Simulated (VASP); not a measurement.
Ir:

```
Ir
1.0
     0.00000    1.90541    1.90541
     1.90541    0.00000    1.90541
     1.90541    1.90541    0.00000
Ir
1
Direct
  0.00000 0.00000 0.00000
```

Base run:

```yaml
Program: VASP 6.6.1
Functional: LDA
Potentials_or_basis: VASP PAW LDA potentials, release 64 (Ir_sv_GW)
Cutoff: 500 eV
k_mesh: 18 × 18 × 18
Occupations: gaussian, width 0.1 eV
Spin: no spin polarisation
```

Its results: pressure -1.7 GPa.

Question: The run is repeated on the same cell with these changes: potentials or basis from VASP PAW LDA potentials, release 64 (Ir_sv_GW) to VASP PAW LDA potentials, release 64 (Ir); cutoff from 500 eV to 520 eV; further incar settings from ALGO = Normal; EDIFF = 1e-06; NBANDS = 14 to ALGO = Normal; EDIFF = 1e-07; NBANDS = 10; valence electrons from 17 to 9. What comes out?

Answer: Pressure 2.7 GPa.
